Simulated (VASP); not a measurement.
# Pb (Im-3m) in VASP: further runs

Runs on Pb. Level: r2SCAN. Tasks: single point.

All numbers are computed with VASP 6.6.1; they aren't measurements. Logs are shortened: lines on timing, memory, paths and dates and some standing lists are left out, and cuts for length are marked.

## (1) The cell of the first run

The structure is cubic, space group Im-3m (No. 229). The conventional cell has a = 3.951 Å, b = 3.951 Å, c = 3.951 Å, α = 90.00°, β = 90.00°, γ = 90.00°. Pb (site symmetry m-3m) has 14 Pb at 3.42 to 3.95 Å within 4.5 Å.

## (2) Single point, r2SCAN

The input, POSCAR:

```
Pb
1.0
   -1.9756243787      1.9756243787      1.9756243787
    1.9756243787     -1.9756243787      1.9756243787
    1.9756243787      1.9756243787     -1.9756243787
Pb
1
Direct
    0.0000000000      0.0000000000      0.0000000000
```

The input, INCAR.step1:

```
PREC = Accurate ; ENCUT = 520
ISMEAR = 0 ; SIGMA = 0.05
LREAL = F ; LASPH = T
NELM = 80 ; NBANDS = 13
GGA = PE ; ALGO = Normal
EDIFF = 1E-4 ; LWAVE = T
LCHARG = F
```

The input, INCAR.step2:

```
PREC = Accurate ; ENCUT = 520
EDIFF = 1E-6 ; ISMEAR = 0
SIGMA = 0.05 ; LREAL = F
LASPH = T ; NELM = 80
ALGO = Normal ; ISIF = 2
LWAVE = F ; LCHARG = T
METAGGA = R2SCAN ; LMIXTAU = T
LELF = T ; LVHAR = T
NBANDS = 13 ; ISTART = 1
```

The input, KPOINTS:

```
Automatic mesh
0
Gamma
  14 14 14
```

Potentials or basis: VASP PAW PBE potentials, release 64 (Pb_d).

Command:

```
$ cat potpaw_PBE.64/Pb_d/POTCAR > POTCAR
$ cp INCAR.step1 INCAR
$ mpirun -np 1 vasp_std > vasp.out
$ cp INCAR.step2 INCAR
$ mpirun -np 1 vasp_std > vasp.out
```

OUTCAR:

```text
PREC = Accurate
   ENCUT = 520
   EDIFF = 1E-6
   ISMEAR = 0
   LREAL = F
   LASPH = T
   NELM = 80
   ISIF = 2
   METAGGA = R2SCAN
   ISTART = 1

 ion  position               nearest neighbor table
   1  0.000  0.000  0.000-

  LATTYP: Found a body centered cubic cell.
 ALAT       =     3.9512487574

  Lattice vectors:

 A1 = (  -1.9756243787,   1.9756243787,   1.9756243787)
 A2 = (   1.9756243787,  -1.9756243787,   1.9756243787)
 A3 = (   1.9756243787,   1.9756243787,  -1.9756243787)

Analysis of symmetry for initial positions (statically):
=====================================================================
 Subroutine PRICEL returns:
 Original cell was already a primitive cell.

 Routine SETGRP: Setting up the symmetry group for a
 body centered cubic supercell.

 Subroutine GETGRP returns: Found 48 space group operations
 (whereof 48 operations were pure point group operations)
 out of a pool of 48 trial point group operations.

The static configuration has the point symmetry O_h .

Analysis of symmetry for dynamics (positions and initial velocities):
=====================================================================
 Subroutine PRICEL returns:
 Original cell was already a primitive cell.

 Routine SETGRP: Setting up the symmetry group for a
 body centered cubic supercell.

 Subroutine GETGRP returns: Found 48 space group operations
 (whereof 48 operations were pure point group operations)
 out of a pool of 48 trial point group operations.

The dynamic configuration has the point symmetry O_h .

 Subroutine INISYM returns: Found 48 space group operations
 (whereof 48 operations are pure point group operations),
 and found     1 'primitive' translations

----------------------------------------------------------------------------------------

                                     Primitive cell

  volume of cell :      30.8442

  direct lattice vectors                    reciprocal lattice vectors
    -1.975624379  1.975624379  1.975624379     0.000000000  0.253084547  0.253084547
     1.975624379 -1.975624379  1.975624379     0.253084547  0.000000000  0.253084547
     1.975624379  1.975624379 -1.975624379     0.253084547  0.253084547  0.000000000

  length of vectors
     3.421881801  3.421881801  3.421881801     0.357915598  0.357915598  0.357915598

  position of ions in fractional coordinates (direct lattice)
     0.000000000  0.000000000  0.000000000

  ion indices of the primitive-cell ions
   primitive index   ion index
                 1           1

----------------------------------------------------------------------------------------

 KPOINTS: Automatic mesh

Automatic generation of k-mesh.
 Grid dimensions read from file:
 generate k-points for:   14   14   14

 Generating k-lattice:

  Cartesian coordinates                     Fractional coordinates (reciprocal lattice)
     0.000000000  0.018077468  0.018077468     0.071428571  0.000000000  0.000000000
     0.018077468  0.000000000  0.018077468     0.000000000  0.071428571  0.000000000
     0.018077468  0.018077468  0.000000000     0.000000000  0.000000000  0.071428571

  Length of vectors
     0.025565400  0.025565400  0.025565400

  Shift w.r.t. Gamma in fractional coordinates (k-lattice)
     0.000000000  0.000000000  0.000000000

 Subroutine IBZKPT returns following result:
 ===========================================

 Found    104 irreducible k-points:

 Following reciprocal coordinates:
            Coordinates               Weight
  0.000000  0.000000  0.000000      1.000000
  0.071429  0.000000  0.000000     12.000000
  0.142857  0.000000  0.000000     12.000000
  0.214286  0.000000  0.000000     12.000000
  0.285714  0.000000  0.000000     12.000000
  0.357143  0.000000  0.000000     12.000000
[... 16 lines left out ...]
  0.285714  0.285714  0.000000     24.000000
  0.357143  0.285714  0.000000     24.000000
 [... further k-points ...]
   k-points           NKPTS =    104   k-points in BZ     NKDIM =    104   number of bands    NBANDS=     13
   number of dos      NEDOS =    301   number of ions     NIONS =      1
   total plane-waves  NPLWV =  21952
   dimension x,y,z NGX =    28 NGY =   28 NGZ =   28
   dimension x,y,z NGXF=    56 NGYF=   56 NGZF=   56
   ions per type =               1
   NGX,Y,Z   is equivalent  to a cutoff of  13.60, 13.60, 13.60 a.u.
   NGXF,Y,Z  is equivalent  to a cutoff of  27.21, 27.21, 27.21 a.u.
 SYSTEM =  unknown system
   PREC   = accura    normal or accurate (medium, high low for compatibility)
   ISTART =      1    job   : 0-new  1-cont  2-samecut
   ICHARG =      0    charge: 1-file 2-atom 10-const
   ISPIN  =      1    spin polarized calculation?
   LNONCOLLINEAR =      F non collinear calculations
   LSORBIT =      F    spin-orbit coupling
   LASPH  =      T    aspherical Exc in radial PAW
   ENCUT  =  520.0 eV  38.22 Ry    6.18 a.u.   6.36  6.36  6.36*2*pi/ulx,y,z
   NELM   =     80;   NELMIN=  2; NELMDL=  0     # of ELM steps
   EDIFF  = 0.1E-05   stopping-criterion for ELM
   LREAL  =      F    real-space projection
   EDIFFG = 0.1E-04   stopping-criterion for IOM
   NSW    =      0    number of steps for IOM
   IBRION =     -1    ionic relax: 0-MD 1-quasi-New 2-CG
   NFREE  =      0    steps in history (QN), initial steepest desc. (CG)
   ISIF   =      2    stress and relaxation
   ISYM   =      2    0-nonsym 1-usesym 2-fastsym
   POTIM  = 0.5000    time-step for ionic-motion
   TEBEG  =    0.0;   TEEND  =   0.0 temperature during run
   PSTRESS=    0.0 pullay stress
   NELECT =      14.0000    total number of electrons
   NUPDOWN=      -1.0000    fix difference up-down
   EMIN   =  10.00;   EMAX   =-10.00  energy-range for DOS
   EFERMI =   0.00;   METHOD = LEGACY
   ISMEAR =     0;   SIGMA  =   0.05  broadening in eV -4-tet -1-fermi 0-gaus
   EFERMI_NEDOS =   21; number of points for ismear=-14 and -15
   IALGO  =     38    algorithm
   IMIX   =      4    mixing-type and parameters
     AMIX     =   0.40;   BMIX     =  1.00
     AMIX_MAG =   1.60;   BMIX_MAG =  1.00
  volume/ion in A,a.u.               =      30.84       208.15
  Fermi-wavevector in a.u.,A,eV,Ry     =   1.258133  2.377526 21.536635  1.582898
  Thomas-Fermi vector in A             =   2.391757
   LORBIT       =      0    0 simple, 1 ext, 2 COOP (PROOUT), +10 PAW based schemes
   METAGGA = R2SCAN    functional components
   LHFCALC =     F    Hartree Fock is set to
   AEXX    =    0.0000 exact exchange contribution
   IVDW    =     0    specifies the selected vdW correction
   LEPSILON=     F    determine dielectric tensor
   LRPA    =     F    only Hartree local field effects (RPA)
 non-spin polarized calculation
 Gauss-broadening in eV      SIGMA  =   0.05
  energy-cutoff  :      520.00
  volume of cell :       30.84
 maximum number of plane-waves:       856
 NGX is ok and might be reduce to    28
   NGX = 13   NGY = 13   NGZ = 13

 number of electron      14.0000003 magnetization

 Free energy of the ion-electron system (eV)
  ---------------------------------------------------
  ext. energy  EPLUGINS =         0.00000000
  ---------------------------------------------------
  free energy    TOTEN  =       -56.23497237 eV

  energy without entropy =      -56.23399771  energy(sigma->0) =      -56.23448504

 E-fermi :   6.9888     XC(G=0): -10.8301

 val. band max:        6.9582305554   @ k =   0.5000   0.5000   0.4286
 cond. band min:       6.9903867112   @ k =   0.2143   0.2143   0.2143
 fundamental gap:      0.0321561557
 Fermi energy:         6.9887785778

 k-point     1 :       0.0000    0.0000    0.0000
  band No.  band energies     occupation
      1     -10.7430      2.00000
      2     -10.7430      2.00000
      3     -10.7430      2.00000
      4     -10.4968      2.00000
      5     -10.4968      2.00000
      6      -5.1449      2.00000
      7      14.8166      0.00000
      8      14.8166      0.00000
      9      14.8166      0.00000
     10      18.8895      0.00000
     11      18.8895      0.00000
     12      18.8895      0.00000
     13      19.6029      0.00000

 k-point     2 :       0.0714    0.0000    0.0000
  band No.  band energies     occupation
      1     -10.7474      2.00000
      2     -10.7377      2.00000
      3     -10.7243      2.00000
      4     -10.5017      2.00000
      5     -10.4974      2.00000
      6      -5.0378      2.00000
      7      13.7221      0.00000
      8      14.4463      0.00000
      9      14.6850      0.00000
     10      18.1223      0.00000
     11      18.5397      0.00000
     12      18.7680      0.00000
     13      20.2522      0.00000

 k-point     3 :       0.1429    0.0000    0.0000
  band No.  band energies     occupation
      1     -10.7593      2.00000
      2     -10.7246      2.00000
      3     -10.6712      2.00000
      4     -10.5139      2.00000
      5     -10.4988      2.00000
      6      -4.7162      2.00000
      7      11.5809      0.00000
      8      13.5981      0.00000
      9      14.3090      0.00000
     10      17.1376      0.00000
     11      17.9360      0.00000
     12      18.7365      0.00000
     13      20.8924      0.00000
[... 305 lines left out ...]
 k-point    23 :       0.2857    0.2857    0.0000
  band No.  band energies     occupation
      1     -10.7797      2.00000
      2     -10.6345      2.00000
      3     -10.5545      2.00000
      4     -10.5087      2.00000
      5     -10.4364      2.00000
      6      -0.8711      2.00000
      7       4.4546      2.00000
      8       6.1937      2.00000
      9      11.3684      0.00000
     10      17.8263      0.00000
     11      18.8038      0.00000
     12      20.9749      0.00000
     13      23.7864      0.00000

 k-point    24 :       0.3571    0.2857    0.0000
  band No.  band energies     occupation
      1     -10.7787      2.00000
      2     -10.6153      2.00000
      3     -10.5684      2.00000
      4     -10.4922      2.00000
      5     -10.4508      2.00000
      6      -0.5860      2.00000
      7       4.4146      2.00000
      8       5.6279      2.00000
      9      11.2850      0.00000
     10      17.9583      0.00000
     11      19.4319      0.00000
     12      19.9885      0.00000
     13      23.7628      0.00000

 [... further k-points ...]
[... 5 lines left out ...]
  --------------------------------------------------------------------------------------
  -------------------------------------------------------------------------------------
  Total        0.0078759      0.0078759      0.0078759     -0.0000000     -0.0000000      0.0000000
  in kB        0.4091075      0.4091075      0.4091075     -0.0000000     -0.0000000      0.0000000
  external PRESSURE =       0.4091075 kB  Pullay stress =       0.0000000 kB

 VOLUME and BASIS-vectors are now :
 -----------------------------------------------------------------------------
  energy-cutoff  :      520.00
  volume of cell :       30.84
      direct lattice vectors                 reciprocal lattice vectors
    -1.975624379  1.975624379  1.975624379     0.000000000  0.253084547  0.253084547
     1.975624379 -1.975624379  1.975624379     0.253084547  0.000000000  0.253084547
     1.975624379  1.975624379 -1.975624379     0.253084547  0.253084547  0.000000000

 POSITION                                       TOTAL-FORCE (eV/Angst)
 -----------------------------------------------------------------------------------
      0.00000      0.00000      0.00000         0.000000      0.000000      0.000000
 -----------------------------------------------------------------------------------
    total drift:                               -0.000000     -0.000000     -0.000000

  FREE ENERGIE OF THE ION-ELECTRON SYSTEM (eV)
  ---------------------------------------------------
  free  energy   TOTEN  =       -56.2349723676 eV

  energy  without entropy=      -56.2339977090  energy(sigma->0) =      -56.23448504
```

Wall time 1.7 min (1 thread of Intel Xeon 6975P-C (Granite Rapids), shared host); peak memory 0.19 GiB.

What came out:

```yaml
Free_energy: -56.2350 eV
Pressure: 0.0 GPa
Band_gap_on_the_k_mesh: zero (band 7 reaches 14.82 eV, above the bottom of band 8 at 4.97 eV)
```

Caveat: the PAW data sets were made with another functional, which shifts forces and pressure a little; spin-orbit coupling is left out, which moves the levels of the heavy elements.

## (3) Single point, r2SCAN

This run uses another cell than the first one, of 31.67 Å³/atom, 1.027 times its volume.

The input, POSCAR:

```
Pb
1.0
   -1.9931110183      1.9931110183      1.9931110183
    1.9931110183     -1.9931110183      1.9931110183
    1.9931110183      1.9931110183     -1.9931110183
Pb
1
Direct
    0.0000000000      0.0000000000      0.0000000000
```

The input, INCAR.step1:

```
PREC = Accurate ; ENCUT = 520
ISMEAR = 0 ; SIGMA = 0.05
LREAL = False ; LASPH = True
NELM = 100 ; NBANDS = 13
GGA = PE ; ALGO = Normal
EDIFF = 1E-4 ; LWAVE = True
LCHARG = False
```

The input, INCAR.step2:

```
PREC = Accurate ; ENCUT = 520
EDIFF = 1E-6 ; ISMEAR = 0
SIGMA = 0.05 ; LREAL = False
LASPH = True ; NELM = 100
ALGO = Normal ; ISIF = 2
LWAVE = False ; LCHARG = False
METAGGA = R2SCAN ; LMIXTAU = True
NBANDS = 13 ; ISTART = 1
```

KPOINTS is that of step 2.

Potentials or basis: VASP PAW PBE potentials, release 64 (Pb_d).

Command:

```
$ cat potpaw_PBE.64/Pb_d/POTCAR > POTCAR
$ cp INCAR.step1 INCAR
$ mpirun -np 1 vasp_std > vasp.out
$ cp INCAR.step2 INCAR
$ mpirun -np 1 vasp_std > vasp.out
```

Wall time 94 s (1 thread of Intel Xeon 6975P-C (Granite Rapids), shared host); peak memory 0.19 GiB.

It converged, with:

| Quantity | Value |
| --- | --- |
| Free energy | -56.2329 eV |
| Pressure | -1.0 GPa |
| Band gap on the k mesh | zero (band 7 reaches 14.29 eV, above the bottom of band 8 at 4.75 eV) |

Levels at points of the mesh, in eV from the Fermi level:
| k point | band 4 | band 5 | band 6 | band 7 | band 8 | band 9 | band 10 | band 11 |
| --- | --- | --- | --- | --- | --- | --- | --- | --- |
| (0.00, 0.00, 0.00) | -17.47 | -17.47 | -11.94 | 7.60 | 7.60 | 7.60 | 11.87 | 11.87 |
| (0.50, 0.00, 0.00) | -17.48 | -17.33 | -8.15 | -3.95 | 3.46 | 5.37 | 7.95 | 9.29 |
| (0.50, 0.50, 0.50) | -17.36 | -17.36 | -5.45 | -0.35 | -0.35 | -0.35 | 5.03 | 5.03 |

Caveat: the PAW data sets were made with another functional, which shifts forces and pressure a little; spin-orbit coupling is left out, which moves the levels of the heavy elements.
